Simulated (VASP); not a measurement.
Ba2C, 3 atoms in the cell. It takes space group R-3m (No. 166, trigonal). Conventional cell: a = 4.794 Å, b = 4.794 Å, c = 12.917 Å, α = 90.00°, β = 90.00°, γ = 120.00°. C (site symmetry -3m) has 8 Ba at 2.98 to 3.21 Å within 3.9 Å. Within 3.9 Å of Ba (site symmetry 3m) lie 4 C at 2.98 to 3.21 Å and 6 Ba at 3.49 to 3.53 Å.  This cell differs from its parent crystal: epitaxial 111 strain -3.3%.

- Program: VASP 6.6.1
- Task: single point
- Functional: r2SCAN
- Potentials or basis: VASP PAW PBE potentials, release 64 (C, Ba_sv)
- Cutoff: 520 eV
- k mesh: 6 × 6 × 6
- Occupations: fermi-dirac, width 0.02 eV
- Spin: no spin polarisation
- Dipole correction: no
- Further INCAR settings: ALGO = Normal; EDIFF = 1e-07; NBANDS = 19

Potentials or basis: VASP PAW PBE potentials, release 64 (C, Ba_sv).

Launch:

```console
$ cat potpaw_PBE.64/C/POTCAR potpaw_PBE.64/Ba_sv/POTCAR > POTCAR
$ cp INCAR.step1 INCAR
$ mpirun -np 1 vasp_std > vasp.out
$ cp INCAR.step2 INCAR
$ mpirun -np 1 vasp_std > vasp.out
```

Hardware: 1 thread of Intel(R) Xeon(R) Platinum 8259CL CPU @ 2.50GHz (Skylake/Cascade Lake) (shared host).

Question: Estimate the wall time of this run.

Answer: Wall time 4.2 min on 1 thread of Intel(R) Xeon(R) Platinum 8259CL CPU @ 2.50GHz (Skylake/Cascade Lake) (shared host), peak memory 0.28 GiB. Counts: k points 32.
